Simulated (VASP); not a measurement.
# Bi2Te3 (R3m) in VASP: a series of runs

Runs on Bi2Te3. Level: PBE. Tasks: single point.

Everything below comes from runs of VASP 6.6.1. Logs are shortened: lines on timing, memory, paths and dates and some standing lists are left out, and cuts for length are marked.

## Step 1: The cell of the first run

It takes space group R3m (No. 160, trigonal). The conventional cell has a = 4.417 Å, b = 4.417 Å, c = 29.840 Å, α = 90.00°, β = 90.00°, γ = 120.00°. Bi (site symmetry 3m) has 3 Te at 3.03 Å and 3 Bi at 3.43 Å within 4.0 Å. Bi (site symmetry 3m) has 9 Te at 3.27 to 4.68 Å and 9 Bi at 3.43 to 4.42 Å within 4.7 Å. Te (site symmetry 3m) has 6 Te at 3.04 to 3.45 Å within 4.0 Å. Within 4.0 Å of Te (site symmetry 3m) lie 3 Bi at 3.03 Å and 3 Te at 3.45 Å. Te (site symmetry 3m) has 3 Te at 3.04 Å and 3 Bi at 3.27 Å within 4.0 Å.

## Step 2: Single point, PBE

INCAR

```
PREC = Accurate
ENCUT = 520
EDIFF = 1E-6
ISMEAR = -1
SIGMA = 0.1
LREAL = False
LASPH = True
NELM = 80
ALGO = Normal
ISIF = 2
LWAVE = False
LCHARG = False
GGA = PE
NBANDS = 32
```

KPOINTS

```
regular mesh
0
Gamma
  12 12 12
```

POSCAR

```
Bi2Te3
1.0
    2.2085012539      1.2750787934      9.9466700000
   -2.2085012539      1.2750787934      9.9466700000
    0.0000000000     -2.5501575869      9.9466700000
Bi Te
2 3
Direct
    0.8120000000      0.8120000000      0.8120000000
    0.4020000000      0.4020000000      0.4020000000
    0.6110000000      0.6110000000      0.6110000000
    0.2000000000      0.2000000000      0.2000000000
    0.0000000000      0.0000000000      0.0000000000
```

Potentials or basis: VASP PAW PBE potentials, release 64 (Bi_d, Te).

Run with:

```
> cat potpaw_PBE.64/Bi_d/POTCAR potpaw_PBE.64/Te/POTCAR > POTCAR
> mpirun -np 1 vasp_std > vasp.out
```

OUTCAR:

```text
PREC = Accurate
   ENCUT = 520
   EDIFF = 1E-6
   ISMEAR = -1
   LREAL = False
   LASPH = True
   NELM = 80
   ISIF = 2
   GGA = PE

 ion  position               nearest neighbor table
   1  0.812  0.812  0.812-   4 3.03   4 3.03   4 3.03   2 3.43   2 3.43   2 3.43
   2  0.402  0.402  0.402-   5 3.27   5 3.27   5 3.27   1 3.43   1 3.43   1 3.43
   3  0.611  0.611  0.611-   5 3.04   5 3.04   5 3.04   4 3.45   4 3.45   4 3.45
   4  0.200  0.200  0.200-   1 3.03   1 3.03   1 3.03   3 3.45   3 3.45   3 3.45
   5  0.000  0.000  0.000-   3 3.04   3 3.04   3 3.04   2 3.27   2 3.27   2 3.27

  LATTYP: Found a trigonal (rhomboedric) cell.
 ALAT       =    10.2683761037
 COS(alpha) =     0.9074829532

  Lattice vectors:

 A1 = (   2.2085012539,   1.2750787934,   9.9466700000)
 A2 = (  -2.2085012539,   1.2750787934,   9.9466700000)
 A3 = (   0.0000000000,  -2.5501575869,   9.9466700000)

Analysis of symmetry for initial positions (statically):
=====================================================================
 Subroutine PRICEL returns:
 Original cell was already a primitive cell.

 Routine SETGRP: Setting up the symmetry group for a
 trigonal (rhombohedral) supercell.

 Subroutine GETGRP returns: Found  6 space group operations
 (whereof  6 operations were pure point group operations)
 out of a pool of 12 trial point group operations.

The static configuration has the point symmetry C_3v.

Analysis of symmetry for dynamics (positions and initial velocities):
=====================================================================
 Subroutine PRICEL returns:
 Original cell was already a primitive cell.

 Routine SETGRP: Setting up the symmetry group for a
 trigonal (rhombohedral) supercell.

 Subroutine GETGRP returns: Found  6 space group operations
 (whereof  6 operations were pure point group operations)
 out of a pool of 12 trial point group operations.

The dynamic configuration has the point symmetry C_3v.

 Subroutine INISYM returns: Found  6 space group operations
 (whereof  6 operations are pure point group operations),
 and found     1 'primitive' translations

----------------------------------------------------------------------------------------

                                     Primitive cell

  volume of cell :     168.0597

  direct lattice vectors                    reciprocal lattice vectors
     2.208501254  1.275078793  9.946670000     0.226397879  0.130710876  0.033512053
    -2.208501254  1.275078793  9.946670000    -0.226397879  0.130710876  0.033512053
     0.000000000 -2.550157587  9.946670000     0.000000000 -0.261421753  0.033512053

  length of vectors
    10.268376104 10.268376104 10.268376104     0.263560981  0.263560981  0.263560981

  position of ions in fractional coordinates (direct lattice)
     0.812000000  0.812000000  0.812000000
     0.402000000  0.402000000  0.402000000
     0.611000000  0.611000000  0.611000000
     0.200000000  0.200000000  0.200000000
     0.000000000  0.000000000  0.000000000

  ion indices of the primitive-cell ions
   primitive index   ion index
                 1           1
                 2           2
                 3           3
                 4           4
                 5           5

----------------------------------------------------------------------------------------

 KPOINTS: regular mesh

Automatic generation of k-mesh.
 Grid dimensions read from file:
 generate k-points for:   12   12   12

 Generating k-lattice:

  Cartesian coordinates                     Fractional coordinates (reciprocal lattice)
     0.018866490  0.010892573  0.002792671     0.083333333 -0.000000000 -0.000000000
    -0.018866490  0.010892573  0.002792671    -0.000000000  0.083333333 -0.000000000
     0.000000000 -0.021785146  0.002792671    -0.000000000 -0.000000000  0.083333333

  Length of vectors
     0.021963415  0.021963415  0.021963415

  Shift w.r.t. Gamma in fractional coordinates (k-lattice)
     0.000000000  0.000000000  0.000000000

 Subroutine IBZKPT returns following result:
 ===========================================

 Found    189 irreducible k-points:

 Following reciprocal coordinates:
            Coordinates               Weight
  0.000000  0.000000  0.000000      1.000000
  0.083333 -0.000000  0.000000      6.000000
  0.166667  0.000000 -0.000000      6.000000
  0.250000  0.000000  0.000000      6.000000
  0.333333  0.000000  0.000000      6.000000
  0.416667 -0.000000  0.000000      6.000000
[... 16 lines left out ...]
  0.500000  0.166667  0.000000     12.000000
 -0.416667  0.166667  0.000000     12.000000
 [... further k-points ...]
   k-points           NKPTS =    189   k-points in BZ     NKDIM =    189   number of bands    NBANDS=     32
   number of dos      NEDOS =    301   number of ions     NIONS =      5
   total plane-waves  NPLWV = 512000
   dimension x,y,z NGX =    80 NGY =   80 NGZ =   80
   dimension x,y,z NGXF=   160 NGYF=  160 NGZF=  160
   ions per type =               2   3
   NGX,Y,Z   is equivalent  to a cutoff of  12.95, 12.95, 12.95 a.u.
   NGXF,Y,Z  is equivalent  to a cutoff of  25.90, 25.90, 25.90 a.u.
 SYSTEM =  unknown system
   PREC   = accura    normal or accurate (medium, high low for compatibility)
   ISTART =      0    job   : 0-new  1-cont  2-samecut
   ICHARG =      2    charge: 1-file 2-atom 10-const
   ISPIN  =      1    spin polarized calculation?
   LNONCOLLINEAR =      F non collinear calculations
   LSORBIT =      F    spin-orbit coupling
   LASPH  =      T    aspherical Exc in radial PAW
   ENCUT  =  520.0 eV  38.22 Ry    6.18 a.u.  19.09 19.09 19.09*2*pi/ulx,y,z
   NELM   =     80;   NELMIN=  2; NELMDL= -5     # of ELM steps
   EDIFF  = 0.1E-05   stopping-criterion for ELM
   LREAL  =      F    real-space projection
   EDIFFG = 0.1E-04   stopping-criterion for IOM
   NSW    =      0    number of steps for IOM
   IBRION =     -1    ionic relax: 0-MD 1-quasi-New 2-CG
   NFREE  =      0    steps in history (QN), initial steepest desc. (CG)
   ISIF   =      2    stress and relaxation
   ISYM   =      2    0-nonsym 1-usesym 2-fastsym
   POTIM  = 0.5000    time-step for ionic-motion
   TEBEG  =    0.0;   TEEND  =   0.0 temperature during run
   PSTRESS=    0.0 pullay stress
   NELECT =      48.0000    total number of electrons
   NUPDOWN=      -1.0000    fix difference up-down
   EMIN   =  10.00;   EMAX   =-10.00  energy-range for DOS
   EFERMI =   0.00;   METHOD = LEGACY
   ISMEAR =    -1;   SIGMA  =   0.10  broadening in eV -4-tet -1-fermi 0-gaus
   EFERMI_NEDOS =   21; number of points for ismear=-14 and -15
   IALGO  =     38    algorithm
   IMIX   =      4    mixing-type and parameters
     AMIX     =   0.40;   BMIX     =  1.00
     AMIX_MAG =   1.60;   BMIX_MAG =  1.00
  volume/ion in A,a.u.               =      33.61       226.82
  Fermi-wavevector in a.u.,A,eV,Ry     =   1.078121  2.037353 15.814652  1.162344
  Thomas-Fermi vector in A             =   2.214051
   LORBIT       =      0    0 simple, 1 ext, 2 COOP (PROOUT), +10 PAW based schemes
   GGA     = PE    functional components
   LHFCALC =     F    Hartree Fock is set to
   AEXX    =    0.0000 exact exchange contribution
   IVDW    =     0    specifies the selected vdW correction
   LEPSILON=     F    determine dielectric tensor
   LRPA    =     F    only Hartree local field effects (RPA)
 non-spin polarized calculation
  energy-cutoff  :      520.00
  volume of cell :      168.06
 maximum number of plane-waves:      4552
 NGX is ok and might be reduce to    80
   NGX = 39   NGY = 39   NGZ = 39

 number of electron      48.0000001 magnetization

 Free energy of the ion-electron system (eV)
  ---------------------------------------------------
  ext. energy  EPLUGINS =         0.00000000
  ---------------------------------------------------
  free energy    TOTEN  =       -16.91630779 eV

  energy without entropy =      -16.85266544  energy(sigma->0) =      -16.88448662

 E-fermi :   6.4812     XC(G=0):  -9.4028

 val. band max:        6.4587681571   @ k =   0.5000   0.5000   0.3333
 cond. band min:       6.5162525319   @ k =   0.4167   0.4167   0.3333
 fundamental gap:      0.0574843748
 Fermi energy:         6.4812057021

 k-point     1 :       0.0000    0.0000    0.0000
  band No.  band energies     occupation
      1     -16.6925      2.00000
      2     -16.6925      2.00000
      3     -16.6657      2.00000
      4     -16.6657      2.00000
      5     -16.6609      2.00000
      6     -16.1029      2.00000
[... 24 lines left out ...]
     31      11.0729      0.00000
     32      11.3556      0.00000

 k-point     2 :       0.0833   -0.0000    0.0000
  band No.  band energies     occupation
      1     -16.6928      2.00000
      2     -16.6918      2.00000
      3     -16.6659      2.00000
      4     -16.6656      2.00000
      5     -16.6604      2.00000
      6     -16.1031      2.00000
[... 24 lines left out ...]
     31      10.8959      0.00000
     32      11.1742      0.00000

 k-point     3 :       0.1667    0.0000   -0.0000
  band No.  band energies     occupation
      1     -16.6935      2.00000
      2     -16.6899      2.00000
      3     -16.6667      2.00000
      4     -16.6651      2.00000
      5     -16.6589      2.00000
      6     -16.1048      2.00000
[... 24 lines left out ...]
     31      10.3777      0.00000
     32      11.3124      0.00000

 k-point     4 :       0.2500    0.0000    0.0000
  band No.  band energies     occupation
      1     -16.6947      2.00000
      2     -16.6876      2.00000
      3     -16.6677      2.00000
      4     -16.6643      2.00000
      5     -16.6568      2.00000
      6     -16.1078      2.00000
[... 24 lines left out ...]
     31      10.0927      0.00000
     32      11.7436      0.00000

 k-point     5 :       0.3333    0.0000    0.0000
  band No.  band energies     occupation
      1     -16.6959      2.00000
      2     -16.6856      2.00000
      3     -16.6687      2.00000
      4     -16.6631      2.00000
      5     -16.6545      2.00000
      6     -16.1111      2.00000
[... 584 lines left out ...]
     31      10.7644      0.00000
     32      10.9042      0.00000

 k-point    22 :       0.4167    0.1667    0.0000
  band No.  band energies     occupation
      1     -16.6953      2.00000
      2     -16.6855      2.00000
      3     -16.6679      2.00000
      4     -16.6639      2.00000
      5     -16.6539      2.00000
      6     -16.1104      2.00000
[... 24 lines left out ...]
     31      10.5990      0.00000
     32      11.3482      0.00000

 k-point    23 :       0.5000    0.1667    0.0000
  band No.  band energies     occupation
      1     -16.6960      2.00000
      2     -16.6844      2.00000
      3     -16.6682      2.00000
      4     -16.6632      2.00000
      5     -16.6528      2.00000
      6     -16.1120      2.00000
[... 24 lines left out ...]
     31      10.4943      0.00000
     32      10.9637      0.00000

 k-point    24 :      -0.4167    0.1667    0.0000
  band No.  band energies     occupation
      1     -16.6963      2.00000
      2     -16.6840      2.00000
      3     -16.6683      2.00000
      4     -16.6628      2.00000
      5     -16.6524      2.00000
      6     -16.1125      2.00000
[... 24 lines left out ...]
     31      10.4507      0.00000
     32      10.9593      0.00000

 [... further k-points ...]
[... 5 lines left out ...]
  --------------------------------------------------------------------------------------
  -------------------------------------------------------------------------------------
  Total        2.0329214      2.0329214      1.1821191      0.0000000     -0.0000000      0.0000000
  in kB       19.3806141     19.3806141     11.2695914      0.0000000     -0.0000000      0.0000000
  external PRESSURE =      16.6769399 kB  Pullay stress =       0.0000000 kB

 VOLUME and BASIS-vectors are now :
 -----------------------------------------------------------------------------
  energy-cutoff  :      520.00
  volume of cell :      168.06
      direct lattice vectors                 reciprocal lattice vectors
     2.208501254  1.275078793  9.946670000     0.226397879  0.130710876  0.033512053
    -2.208501254  1.275078793  9.946670000    -0.226397879  0.130710876  0.033512053
     0.000000000 -2.550157587  9.946670000     0.000000000 -0.261421753  0.033512053

 POSITION                                       TOTAL-FORCE (eV/Angst)
 -----------------------------------------------------------------------------------
      0.00000     -0.00000     24.23009         0.000000      0.000000     -0.912017
      0.00000     -0.00000     11.99568         0.000000      0.000000     -0.405780
      0.00000     -0.00000     18.23225         0.000000      0.000000     -0.740869
      0.00000     -0.00000      5.96800         0.000000     -0.000000      0.859446
      0.00000      0.00000      0.00000         0.000000     -0.000000      1.199221
 -----------------------------------------------------------------------------------
    total drift:                               -0.000000     -0.000000     -0.000283

  FREE ENERGIE OF THE ION-ELECTRON SYSTEM (eV)
  ---------------------------------------------------
  free  energy   TOTEN  =       -16.9163077901 eV

  energy  without entropy=      -16.8526654424  energy(sigma->0) =      -16.88448662
```

Run time: 34 min. Hardware: 1 thread of Intel Xeon 6975P-C (Granite Rapids), shared host; peak memory 1.5 GiB.

What came out:

- Free energy: -16.9163 eV
- Pressure: 1.7 GPa
- Largest force: 1.199 eV/Å
- Band gap on the k mesh: zero (bands 24 and 25 overlap by 0.10 eV)

Forces on the atoms (eV/Å):
```
Bi   0.000  0.000 -0.912
Bi   0.000  0.000 -0.406
Te   0.000  0.000 -0.741
Te   0.000  0.000  0.859
Te   0.000  0.000  1.199
```

Stress tensor (GPa, compression positive):
```
1.94 0.00 0.00
0.00 1.94 0.00
0.00 0.00 1.13
```

Levels at points of the mesh, in eV from the Fermi level:
```csv
k point,band 21,band 22,band 23,band 24,band 25,band 26,band 27,band 28
"(0.00, 0.00, 0.00)",-2.14,-0.50,-0.49,-0.49,-0.10,0.26,0.26,2.11
"(0.50, 0.00, 0.00)",-3.26,-2.22,-0.34,-0.28,-0.16,0.43,2.48,2.68
"(0.50, 0.50, 0.00)",-2.31,-1.85,-1.10,-0.52,0.33,1.10,1.72,2.44
"(0.50, 0.50, 0.50)",-1.84,-0.91,-0.73,-0.73,0.39,0.83,0.83,1.61
```

Caveat: spin-orbit coupling is left out, which moves the levels of the heavy elements; forces of over 1 eV/Å act on the atoms, so gaps and moduli don't describe the material at rest.

## Step 3: Single point, PBE

INCAR

```
SYSTEM = Bi2Te3
ALGO = Normal ; EDIFF = 1E-6
ENCUT = 520 ; GGA = PE
ISIF = 2 ; ISMEAR = -5
LASPH = .TRUE. ; LCHARG = .FALSE.
LREAL = .FALSE. ; LWAVE = .FALSE.
NBANDS = 32 ; NELM = 60
PREC = Accurate ; SIGMA = 0.1
```

KPOINTS

```
k-points
0
G
  12 12 12
  0 0 0
```

POSCAR is that of step 2.

Potentials or basis: VASP PAW PBE potentials, release 64 (Bi_d, Te).

Run with:

```
> cat potpaw_PBE.64/Bi_d/POTCAR potpaw_PBE.64/Te/POTCAR > POTCAR
> mpirun -np 1 vasp_std > vasp.out
```

Wall time 74 min (1 thread of Intel Xeon Platinum 8375C at 2.90GHz (Ice Lake), shared host); peak memory 1.5 GiB.

The run converged. Its results:

- Free energy: -16.8913 eV
- Pressure: 1.6 GPa
- Largest force: 1.236 eV/Å
- Band gap on the k mesh: zero (bands 24 and 25 overlap by 0.11 eV)

Forces in eV/Å, atoms in the order of the input:
```
Bi   0.000  0.000 -0.925
Bi   0.000  0.000 -0.443
Te   0.000  0.000 -0.728
Te   0.000  0.000  0.860
Te   0.000  0.000  1.236
```

Stress tensor (GPa, compression positive):
```
1.82 0.00 0.00
0.00 1.82 0.00
0.00 0.00 1.19
```

Levels at points of the mesh, in eV from the Fermi level:
```tsv
k point	band 20	band 21	band 22	band 23	band 24	band 25	band 26	band 27	band 28	band 29
(0.00, 0.00, 0.00)	-2.08	-2.08	-0.42	-0.40	-0.40	-0.02	0.33	0.33	2.19	2.19
(0.50, 0.00, 0.00)	-3.21	-3.19	-2.14	-0.25	-0.20	-0.08	0.50	2.56	2.75	3.44
(0.50, 0.50, 0.00)	-2.91	-2.23	-1.77	-1.02	-0.44	0.40	1.17	1.80	2.52	2.64
(0.50, 0.50, 0.50)	-2.05	-1.76	-0.83	-0.65	-0.65	0.47	0.91	0.91	1.69	1.69
```

Caveat: spin-orbit coupling is left out, which moves the levels of the heavy elements; forces of over 1 eV/Å act on the atoms, so gaps and moduli don't describe the material at rest; tetrahedron occupations give inexact forces and stress in metals.

## Step 4: Single point, PBE

INCAR

```
SYSTEM = Bi2Te3
PREC = Accurate ; ENCUT = 520
EDIFF = 1E-7 ; ISMEAR = 0
SIGMA = 0.05 ; LREAL = .False.
LASPH = .True. ; NELM = 100
ALGO = Normal ; ISIF = 2
LWAVE = .False. ; LCHARG = .False.
GGA = PE ; NBANDS = 32
```

KPOINTS

```
Automatic mesh
0
Gamma
  12 12 12
  0 0 0
```

POSCAR is that of step 3.

Run with:

```
> cat potpaw_PBE.64/Bi_d/POTCAR potpaw_PBE.64/Te/POTCAR > POTCAR
> mpirun -np 1 vasp_std > vasp.out
```

Wall time 2 h (1 thread of Intel Xeon 8259CL, shared host); peak memory 1.5 GiB.

It converged, with:

| Property | Result |
| --- | --- |
| Free energy | -16.8925 eV |
| Pressure | 1.6 GPa |
| Largest force | 1.219 eV/Å |
| Band gap on the k mesh | zero (bands 24 and 25 overlap by 0.10 eV) |

Forces in eV/Å, atoms in the order of the input:
```
Bi   0.000  0.000 -0.914
Bi   0.000  0.000 -0.433
Te   0.000  0.000 -0.727
Te   0.000  0.000  0.855
Te   0.000  0.000  1.219
```

Stress tensor (GPa, compression positive):
```
1.85 0.00 0.00
0.00 1.85 0.00
0.00 0.00 1.17
```

Levels at points of the mesh, in eV from the Fermi level:
```tsv
k point	band 22	band 23	band 24	band 25	band 26	band 27
(0.00, 0.00, 0.00)	-0.44	-0.43	-0.43	-0.04	0.31	0.31
(0.50, 0.00, 0.00)	-2.16	-0.28	-0.22	-0.10	0.48	2.54
(0.50, 0.50, 0.00)	-1.80	-1.04	-0.46	0.38	1.15	1.78
(0.50, 0.50, 0.50)	-0.85	-0.67	-0.67	0.45	0.89	0.89
```

Caveat: spin-orbit coupling is left out, which moves the levels of the heavy elements; forces of over 1 eV/Å act on the atoms, so gaps and moduli don't describe the material at rest.

## Step 5: Single point, PBE

INCAR

```
PREC = Accurate ; ENCUT = 520
EDIFF = 1E-6 ; ISMEAR = 1
SIGMA = 0.02 ; LREAL = False
LASPH = True ; NELM = 100
ALGO = Normal ; ISIF = 2
LWAVE = False ; LCHARG = False
GGA = PE ; NBANDS = 32
```

KPOINTS

```
Automatic mesh
0
Gamma
  12 12 12
```

POSCAR is that of step 4.

Run with:

```
> cat potpaw_PBE.64/Bi_d/POTCAR potpaw_PBE.64/Te/POTCAR > POTCAR
> mpirun -np 1 vasp_std > vasp.out
```

Wall time 80 min (1 thread of Intel Xeon Platinum 8259CL at 2.50GHz (Skylake/Cascade Lake), shared host); peak memory 1.5 GiB.

Results (log left out):

```yaml
Free_energy: -16.8917 eV
Pressure: 1.6 GPa
Largest_force: 1.219 eV/Å
Band_gap_on_the_k_mesh: zero (bands 24 and 25 overlap by 0.10 eV)
```

Forces on the atoms (eV/Å):
```
Bi   0.000  0.000 -0.914
Bi   0.000  0.000 -0.432
Te   0.000  0.000 -0.728
Te   0.000  0.000  0.855
Te   0.000  0.000  1.219
```

Stress tensor (GPa, compression positive):
```
1.85 0.00 0.00
0.00 1.85 0.00
0.00 0.00 1.17
```

Levels at points of the mesh, in eV from the Fermi level:
```csv
k point,band 22,band 23,band 24,band 25,band 26,band 27
"(0.00, 0.00, 0.00)",-0.44,-0.42,-0.42,-0.04,0.32,0.32
"(0.50, 0.00, 0.00)",-2.16,-0.27,-0.22,-0.10,0.49,2.55
"(0.50, 0.50, 0.00)",-1.79,-1.04,-0.45,0.39,1.16,1.78
"(0.50, 0.50, 0.50)",-0.85,-0.66,-0.66,0.45,0.90,0.90
```

Caveat: spin-orbit coupling is left out, which moves the levels of the heavy elements; forces of over 1 eV/Å act on the atoms, so gaps and moduli don't describe the material at rest.

## Step 6: The runs side by side

```csv
smearing,gap on the mesh (eV),pressure (GPa),largest force (eV/Å)
fermi-dirac 0.1 eV,none,1.7,1.20
tetrahedron,none,1.6,1.24
gaussian 0.05 eV,none,1.6,1.22
methfessel-paxton 0.02 eV,none,1.6,1.22
```

Alike in all rows: task single point; level PBE; potentials or basis VASP PAW PBE potentials, release 64 (Bi_d, Te); no spin polarisation; cell as given; k mesh 12 × 12 × 12; cutoff (eV) 520.

Caveats: spin-orbit coupling is left out, which moves the levels of the heavy elements; forces of over 1 eV/Å act on the atoms, so gaps and moduli don't describe the material at rest; tetrahedron occupations give inexact forces and stress in metals (at least some runs).

Total energies depend on the potentials used, so only differences within one code and one set of settings carry meaning.
